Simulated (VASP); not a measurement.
# La4ZrO (F-43m) in VASP: single point with PBE

Aim: the single point of La4ZrO with PBE.

All numbers are computed with VASP 6.6.1; they aren't measurements. Logs are shortened: lines on timing, memory, paths and dates and some standing lists are left out, and cuts for length are marked.

## Step 1: The cell of the first run

The structure is cubic, space group F-43m (No. 216). Conventional cell: a = 8.966 Å, b = 8.966 Å, c = 8.966 Å, α = 90.00°, β = 90.00°, γ = 90.00°. Within 4.1 Å of La (site symmetry 3m) lie 6 La at 3.13 to 3.21 Å and 3 Zr at 3.71 Å and 3 O at 3.72 Å. Within 4.9 Å of Zr (site symmetry -43m) lie 12 La at 3.71 Å and 4 O at 3.88 Å. O (site symmetry -43m) has 12 La at 3.72 Å and 4 Zr at 3.88 Å within 4.9 Å.

## Step 2: Single point, PBE, collinear spin, ferromagnetic start

The input, INCAR:

```
PREC = Accurate
ENCUT = 520
EDIFF = 1E-7
ISMEAR = 0
SIGMA = 0.1
LREAL = F
LASPH = T
NELM = 150
ALGO = Normal
ISIF = 2
LWAVE = F
LCHARG = F
ISPIN = 2
MAGMOM = 0 0 0 0 0.55 0
LORBIT = 11
LMAXMIX = 6
GGA = PE
NBANDS = 44
```

The input, KPOINTS:

```
Automatic mesh
0
Gamma
  8 8 8
```

The input, POSCAR:

```
La4ZrO
1.0
    0.0000000000      4.4828269465      4.4828269465
    4.4828269465      0.0000000000      4.4828269465
    4.4828269465      4.4828269465      0.0000000000
La Zr O
4 1 1
Direct
    0.6234452704      0.6234452704      0.1296641888
    0.6234452704      0.1296641888      0.6234452704
    0.1296641888      0.6234452704      0.6234452704
    0.6234452704      0.6234452704      0.6234452704
    0.2500000000      0.2500000000      0.2500000000
    0.0000000000      0.0000000000      0.0000000000
```

Potentials or basis: VASP PAW PBE potentials, release 64 (La, Zr_sv, O).

On the command line:

```
$ cat potpaw_PBE.64/La/POTCAR potpaw_PBE.64/Zr_sv/POTCAR potpaw_PBE.64/O/POTCAR > POTCAR
$ mpirun -np 1 vasp_std > vasp.out
```

OUTCAR:

```text
PREC = Accurate
   ENCUT = 520
   EDIFF = 1E-7
   ISMEAR = 0
   LREAL = F
   LASPH = T
   NELM = 150
   ISIF = 2
   ISPIN = 2
   LORBIT = 11
   GGA = PE

 ion  position               nearest neighbor table
   1  0.623  0.623  0.130-   2 3.13   3 3.13   4 3.13   2 3.21   3 3.21   4 3.21   5 3.71   5 3.71
                             5 3.71
   2  0.623  0.130  0.623-   1 3.13   3 3.13   4 3.13   3 3.21   1 3.21   4 3.21   5 3.71   5 3.71
                             5 3.71
   3  0.130  0.623  0.623-   1 3.13   2 3.13   4 3.13   2 3.21   1 3.21   4 3.21   5 3.71   5 3.71
                             5 3.71
   4  0.623  0.623  0.623-   1 3.13   2 3.13   3 3.13   3 3.21   2 3.21   1 3.21   5 3.71   5 3.71
                             5 3.71
   5  0.250  0.250  0.250-   1 3.71   2 3.71   3 3.71   4 3.71   4 3.71   4 3.71   1 3.71   3 3.71
                             3 3.71   1 3.71   2 3.71   2 3.71
   6  0.000  0.000  0.000-

  LATTYP: Found a face centered cubic cell.
 ALAT       =     8.9656538930

  Lattice vectors:

 A1 = (   0.0000000000,   4.4828269465,   4.4828269465)
 A2 = (   4.4828269465,   0.0000000000,   4.4828269465)
 A3 = (   4.4828269465,   4.4828269465,   0.0000000000)

Analysis of symmetry for initial positions (statically):
=====================================================================
 Subroutine PRICEL returns:
 Original cell was already a primitive cell.

 Routine SETGRP: Setting up the symmetry group for a
 face centered cubic supercell.

 Subroutine GETGRP returns: Found 24 space group operations
 (whereof 24 operations were pure point group operations)
 out of a pool of 48 trial point group operations.

The static configuration has the point symmetry T_d .

Analysis of symmetry for dynamics (positions and initial velocities):
=====================================================================
 Subroutine PRICEL returns:
 Original cell was already a primitive cell.

 Routine SETGRP: Setting up the symmetry group for a
 face centered cubic supercell.

 Subroutine GETGRP returns: Found 24 space group operations
 (whereof 24 operations were pure point group operations)
 out of a pool of 48 trial point group operations.

The dynamic configuration has the point symmetry T_d .

Analysis of structural, dynamic, and magnetic symmetry:
=====================================================================
 Subroutine PRICEL returns:
 Original cell was already a primitive cell.

 Routine SETGRP: Setting up the symmetry group for a
 face centered cubic supercell.

 Subroutine GETGRP returns: Found 24 space group operations
 (whereof 24 operations were pure point group operations)
 out of a pool of 48 trial point group operations.

The overall configuration has the point symmetry T_d .

 Subroutine INISYM returns: Found 24 space group operations
 (whereof 24 operations are pure point group operations),
 and found     1 'primitive' translations

----------------------------------------------------------------------------------------

                                     Primitive cell

  volume of cell :     180.1714

  direct lattice vectors                    reciprocal lattice vectors
     0.000000000  4.482826947  4.482826947    -0.111536762  0.111536762  0.111536762
     4.482826947  0.000000000  4.482826947     0.111536762 -0.111536762  0.111536762
     4.482826947  4.482826947  0.000000000     0.111536762  0.111536762 -0.111536762

  length of vectors
     6.339674666  6.339674666  6.339674666     0.193187338  0.193187338  0.193187338

  position of ions in fractional coordinates (direct lattice)
     0.623445270  0.623445270  0.129664189
     0.623445270  0.129664189  0.623445270
     0.129664189  0.623445270  0.623445270
     0.623445270  0.623445270  0.623445270
     0.250000000  0.250000000  0.250000000
     0.000000000  0.000000000  0.000000000

  ion indices of the primitive-cell ions
   primitive index   ion index
                 1           1
[... 57 lines left out ...]
 -0.375000  0.250000  0.125000     24.000000
 [... further k-points ...]
   k-points           NKPTS =     29   k-points in BZ     NKDIM =     29   number of bands    NBANDS=     44
   number of dos      NEDOS =    301   number of ions     NIONS =      6
   total plane-waves  NPLWV = 110592
   dimension x,y,z NGX =    48 NGY =   48 NGZ =   48
   dimension x,y,z NGXF=    96 NGYF=   96 NGZF=   96
   ions per type =               4   1   1
   NGX,Y,Z   is equivalent  to a cutoff of  12.59, 12.59, 12.59 a.u.
   NGXF,Y,Z  is equivalent  to a cutoff of  25.17, 25.17, 25.17 a.u.
 SYSTEM =  unknown system
   PREC   = accura    normal or accurate (medium, high low for compatibility)
   ISTART =      0    job   : 0-new  1-cont  2-samecut
   ICHARG =      2    charge: 1-file 2-atom 10-const
   ISPIN  =      2    spin polarized calculation?
   LNONCOLLINEAR =      F non collinear calculations
   LSORBIT =      F    spin-orbit coupling
   LASPH  =      T    aspherical Exc in radial PAW
   ENCUT  =  520.0 eV  38.22 Ry    6.18 a.u.  11.79 11.79 11.79*2*pi/ulx,y,z
   NELM   =    150;   NELMIN=  2; NELMDL= -5     # of ELM steps
   EDIFF  = 0.1E-06   stopping-criterion for ELM
   LREAL  =      F    real-space projection
   EDIFFG = 0.1E-05   stopping-criterion for IOM
   NSW    =      0    number of steps for IOM
   IBRION =     -1    ionic relax: 0-MD 1-quasi-New 2-CG
   NFREE  =      0    steps in history (QN), initial steepest desc. (CG)
   ISIF   =      2    stress and relaxation
   ISYM   =      2    0-nonsym 1-usesym 2-fastsym
   POTIM  = 0.5000    time-step for ionic-motion
   TEBEG  =    0.0;   TEEND  =   0.0 temperature during run
   PSTRESS=    0.0 pullay stress
   NELECT =      62.0000    total number of electrons
   NUPDOWN=      -1.0000    fix difference up-down
   EMIN   =  10.00;   EMAX   =-10.00  energy-range for DOS
   EFERMI =   0.00;   METHOD = LEGACY
   ISMEAR =     0;   SIGMA  =   0.10  broadening in eV -4-tet -1-fermi 0-gaus
   EFERMI_NEDOS =   21; number of points for ismear=-14 and -15
   IALGO  =     38    algorithm
   IMIX   =      4    mixing-type and parameters
     AMIX     =   0.40;   BMIX     =  1.00
     AMIX_MAG =   1.60;   BMIX_MAG =  1.00
  volume/ion in A,a.u.               =      30.03       202.64
  Fermi-wavevector in a.u.,A,eV,Ry     =   1.147211  2.167915 17.906543  1.316094
  Thomas-Fermi vector in A             =   2.283892
   LORBIT       =     11    0 simple, 1 ext, 2 COOP (PROOUT), +10 PAW based schemes
   GGA     = PE    functional components
   LHFCALC =     F    Hartree Fock is set to
   AEXX    =    0.0000 exact exchange contribution
   IVDW    =     0    specifies the selected vdW correction
   LEPSILON=     F    determine dielectric tensor
   LRPA    =     F    only Hartree local field effects (RPA)
 spin polarized calculation
 Gauss-broadening in eV      SIGMA  =   0.10
  energy-cutoff  :      520.00
  volume of cell :      180.17
 maximum number of plane-waves:      4909
   NGX = 23   NGY = 23   NGZ = 23

 number of electron      62.0000000 magnetization       0.0077564

 number of electron      62.0000000 magnetization      -0.0035283

 Free energy of the ion-electron system (eV)
  ---------------------------------------------------
  ext. energy  EPLUGINS =         0.00000000
  ---------------------------------------------------
  free energy    TOTEN  =       -28.99776111 eV

  energy without entropy =      -28.94886812  energy(sigma->0) =      -28.97331461

 E-fermi :   7.2978     XC(G=0):  -9.6613

 val. band max:        7.2969291562   @ k =   0.5000   0.2500   0.0000
 cond. band min:       7.3029374626   @ k =  -0.3750   0.3750   0.0000
 fundamental gap:      0.0060083064
 Fermi energy:         7.2978120243

 spin component 1

 k-point     1 :       0.0000    0.0000    0.0000
  band No.  band energies     occupation
      1     -41.9800      1.00000
      2     -25.6816      1.00000
      3     -24.9230      1.00000
      4     -24.9230      1.00000
      5     -24.9230      1.00000
      6     -19.9657      1.00000
[... 1093 lines left out ...]
     42       9.1852      0.00000
     43       9.2546      0.00000

 [... further k-points ...]

 spin component 2

 k-point     1 :       0.0000    0.0000    0.0000
  band No.  band energies     occupation
      1     -41.9803      1.00000
      2     -25.6818      1.00000
      3     -24.9231      1.00000
      4     -24.9231      1.00000
      5     -24.9231      1.00000
      6     -19.9661      1.00000
[... 1093 lines left out ...]
     42       9.1852      0.00000
     43       9.2556      0.00000

 [... further k-points ...]

 [bands above 43 left out]

------------------------ aborting loop because EDIFF is reached ----------------------------------------

  FORCE on cell =-STRESS in cart. coord.  units (eV):
  Direction    XX          YY          ZZ          XY          YZ          ZX
  --------------------------------------------------------------------------------------
  -------------------------------------------------------------------------------------
  Total       -0.2203179     -0.2203179     -0.2203179      0.0000000      0.0000000     -0.0000000
  in kB       -1.9591804     -1.9591804     -1.9591804      0.0000000      0.0000000     -0.0000000
  external PRESSURE =      -1.9591804 kB  Pullay stress =       0.0000000 kB

 VOLUME and BASIS-vectors are now :
 -----------------------------------------------------------------------------
  energy-cutoff  :      520.00
  volume of cell :      180.17
      direct lattice vectors                 reciprocal lattice vectors
     0.000000000  4.482826947  4.482826947    -0.111536762  0.111536762  0.111536762
     4.482826947  0.000000000  4.482826947     0.111536762 -0.111536762  0.111536762
     4.482826947  4.482826947  0.000000000     0.111536762  0.111536762 -0.111536762

 POSITION                                       TOTAL-FORCE (eV/Angst)
 -----------------------------------------------------------------------------------
      3.37606      3.37606      5.58959         0.001377      0.001377     -0.001377
      3.37606      5.58959      3.37606         0.001377     -0.001377      0.001377
      5.58959      3.37606      3.37606        -0.001377      0.001377      0.001377
      5.58959      5.58959      5.58959        -0.001377     -0.001377     -0.001377
      2.24141      2.24141      2.24141        -0.000000     -0.000000     -0.000000
      0.00000      0.00000      0.00000        -0.000000     -0.000000     -0.000000
 -----------------------------------------------------------------------------------
    total drift:                               -0.000000     -0.000000     -0.000000

  FREE ENERGIE OF THE ION-ELECTRON SYSTEM (eV)
  ---------------------------------------------------
  free  energy   TOTEN  =       -28.9977611125 eV

  energy  without entropy=      -28.9488681175  energy(sigma->0) =      -28.97331461

 total charge

# of ion       s       p       d       f       tot
--------------------------------------------------
    1        2.049   5.519   1.144   0.165   8.877
    2        2.049   5.519   1.144   0.165   8.877
    3        2.049   5.519   1.144   0.165   8.877
    4        2.049   5.519   1.144   0.165   8.877
    5        2.227   5.906   1.542   0.000   9.674
    6        1.595   3.103   0.000   0.000   4.698
--------------------------------------------------
tot         12.016  31.083   6.119   0.661  49.879

 magnetization (x)

# of ion       s       p       d       f       tot
--------------------------------------------------
    1       -0.000  -0.000  -0.000  -0.000  -0.000
    2       -0.000  -0.000  -0.000  -0.000  -0.000
    3       -0.000  -0.000  -0.000  -0.000  -0.000
    4       -0.000  -0.000  -0.000  -0.000  -0.000
    5        0.000  -0.000  -0.001   0.000  -0.001
    6       -0.000   0.000   0.000   0.000   0.000
--------------------------------------------------
tot         -0.000   0.000  -0.002  -0.000  -0.002
```

Wall time 15 min (1 thread of Intel Xeon Platinum 8559C (Emerald Rapids), shared host); peak memory 0.64 GiB.

What came out:

| Quantity | Value |
| --- | --- |
| Free energy | -28.9978 eV |
| Pressure | -0.2 GPa |
| Band gap on the k mesh | zero (filled and empty bands overlap) |
| Net moment | 0.00 μB per cell |
| Valence electrons inside the program's atomic spheres | La 8.88; Zr 9.67; O 4.70 |

Forces on the atoms (eV/Å):
```
La   0.001  0.001 -0.001
La   0.001 -0.001  0.001
La  -0.001  0.001  0.001
La  -0.001 -0.001 -0.001
Zr   0.000  0.000  0.000
O    0.000  0.000  0.000
```

Caveat: spin-orbit coupling is left out, which moves the levels of the heavy elements.
